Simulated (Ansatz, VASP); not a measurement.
# One calculation of Al2O3, two programs

The input INCAR:

```
PREC = Accurate ; ENCUT = 600
EDIFF = 1E-6 ; ISMEAR = -1
SIGMA = 0.05 ; LREAL = False
LASPH = True ; NELM = 100
ALGO = Normal ; ISIF = 3
LWAVE = False ; LCHARG = False
GGA = CA ; IBRION = 2
NSW = 60 ; EDIFFG = -0.01
```

The input KPOINTS:

```
regular mesh
0
Gamma
  11 11 3
```

Contents of POSCAR:

```
Al2O3
1.0
    2.8843249483      0.0000000000      0.0000000000
   -1.4421624742      2.4978986780      0.0000000000
    0.0000000000      0.0000000000      9.3367544600
Al O
2 3
Direct
    0.0000000000      0.0000000000      0.8500076700
    0.0000000000      0.0000000000      0.1499923300
    0.3333333333      0.6666666667      0.7776830800
    0.6666666667      0.3333333333      0.0000000000
    0.3333333333      0.6666666667      0.2223169200
```

input.yaml

```yaml
crystal:
  lattice:
    - [2.8843249483, 0.0, 0.0]
    - [-1.4421624742, 2.497898678, 0.0]
    - [0.0, 0.0, 9.33675446]
  atoms:
    - { symbol: Al, position: [0.0, 0.0, 0.85000767] }
    - { symbol: Al, position: [0.0, 0.0, 0.14999233] }
    - { symbol: O, position: [0.3333333333, 0.6666666667, 0.77768308] }
    - { symbol: O, position: [0.6666666667, 0.3333333333, 0.0] }
    - { symbol: O, position: [0.3333333333, 0.6666666667, 0.22231692] }
hamiltonian:
  xc: lda
  pseudopotentials: { kind: paw }
kpoints:
  mp_grid: { grid: [11, 11, 3] }
scf:
  occupations: { method: fermi_dirac, width: 0.05 }
output:
  forces: true
  stress: true
  eigenvalues: true
  write_density: true
  write_potential: true
  elf: true
  volumetric_format: npy
relax:
  f_tol: 0.01
  max_steps: 40
  cell: { stress_tol: 0.05 }
```

Alike in both runs: task relaxation of cell and atoms; functional LDA; k mesh 11 × 11 × 3; occupations fermi-dirac, width 0.05 eV; no spin polarisation.

|  | VASP | Ansatz |
| --- | --- | --- |
| version | VASP 6.6.1 | Ansatz 0.2.0 |
| potentials or method | VASP PAW LDA potentials, release 64 (Al, O) | Ansatz PAW |
| plane-wave cutoff (eV) | 600 | 420 |
| valence electrons in the cell | 24 | 24 |

Ansatz gave:

* gap on the k mesh at the Fermi level, each at its own relaxed structure (eV): 5.18
* relaxed volume (Å³/atom): 13.04
* relaxed cell length with the largest relative difference (Å): 9.345

**Question.** Which values does VASP return?

**Answer.** gap on the k mesh at the Fermi level, each at its own relaxed structure (eV): 4.75; relaxed volume (Å³/atom): 10.21; relaxed cell length with the largest relative difference (Å): 7.292.

LDA's correlation is that of Perdew and Zunger in VASP and of Perdew and Wang (1992) in Ansatz. One of these differences is far larger than is usual between the two programs; its cause wasn't traced.

Noted on VASP's run: the volume moved by over 15 % at a fixed basis, so the end points are rough. Noted on Ansatz's run: odd divisions of the mesh miss points on the zone boundary, where band edges often lie, so the gap on the mesh can be too wide; the plane-wave basis is chosen anew once the cell has moved, so the energies of steps on either side of that aren't comparable.
